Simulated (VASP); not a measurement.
## KBr: single point with PBE

Crystal: KBr.

```
Br K
1.0
     0.00000    3.30000    3.30000
     3.30000    0.00000    3.30000
     3.30000    3.30000    0.00000
Br K
1 1
Direct
  0.50000 0.50000 0.50000
  0.00000 0.00000 0.00000
```

```yaml
Program: VASP 6.6.1
Task: single point
Functional: PBE
Potentials_or_basis: VASP PAW PBE potentials, release 64 (Br, K_sv)
Cutoff: 520 eV
k_mesh: 7 × 7 × 7
Occupations: gaussian, width 0.03 eV
Spin: no spin polarisation
Dipole_correction: no
Further_INCAR_settings: ALGO = Normal; EDIFF = 1e-06; NBANDS = 15
```

```json
{
  "Pressure": "0.8 GPa",
  "Band gap on the k mesh": "4.43 eV"
}
```

Levels at points of the mesh, in eV from the valence-band top:
```tsv
k point	band 5	band 6	band 7	band 8	band 9	band 10	band 11	band 12
(0.00, 0.00, 0.00)	-11.26	0.00	0.00	0.00	4.43	7.60	7.60	7.60
```

Wall time 36 s on 1 thread of Intel Xeon 8259CL, with other jobs on the host, peak memory 0.21 GiB.

Caveat: an odd mesh through Γ misses points on the zone boundary, where band edges can lie. A hybrid or GW would open this gap; PBE tends to underestimate it.
